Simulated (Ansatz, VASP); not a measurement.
## Zr in VASP and in Ansatz

File INCAR:

```
ALGO = Normal
EDIFF = 1E-7
ENCUT = 520
GGA = PE
ISIF = 2
ISMEAR = 0
LASPH = True
LCHARG = True
LELF = True
LREAL = False
LVHAR = True
LWAVE = False
NBANDS = 12
NELM = 60
PREC = Accurate
SIGMA = 0.15
```

The input KPOINTS:

```
k-points
0
Gamma
  18 18 18
```

Contents of POSCAR:

```
Zr
1.0
    0.0000000000      2.1535250000      2.2550000000
    2.2550000000      0.0000000000      2.2550000000
    2.2550000000      2.1535250000      0.0000000000
Zr
1
Direct
    0.0000000000      0.0000000000      0.0000000000
```

Input for Ansatz:

```yaml
crystal:
  lattice:
    - [0.0, 2.153525, 2.255]
    - [2.255, 0.0, 2.255]
    - [2.255, 2.153525, 0.0]
  atoms:
    - { symbol: Zr, position: [0.0, 0.0, 0.0] }
basis:
  ecutwfc: 420
kpoints:
  mp_grid: { grid: [18, 18, 18] }
hamiltonian:
  xc: pbe
scf:
  occupations: { method: gaussian, width: 0.15 }
output:
  forces: true
  stress: true
  eigenvalues: true
```

Change from the starting cell: strain -0.0450 x Voigt [0, 1, 0, 0, 0, 0], atoms carried along.

Alike in both runs: task single point; functional PBE; k mesh 18 × 18 × 18; occupations gaussian, width 0.15 eV; no spin polarisation.

|  | VASP | Ansatz |
| --- | --- | --- |
| version | VASP 6.6.1 | Ansatz 0.2.0 |
| potentials or method | VASP PAW PBE potentials, release 64 (Zr_sv), cutoff 520 eV | scalar-relativistic, plane waves, PAW |
| valence electrons in the cell | 12 | 12 |

```tsv
	VASP	Ansatz	Ansatz less VASP
gap on the k mesh at the Fermi level (eV)	none	none	-
pressure (GPa)	5.7	5.7	-0.02
traceless stress, the component that is largest in VASP (GPa)	0.95	0.95	-0.006
```

A gap of «none» marks a metal or a gap that the smearing closes.
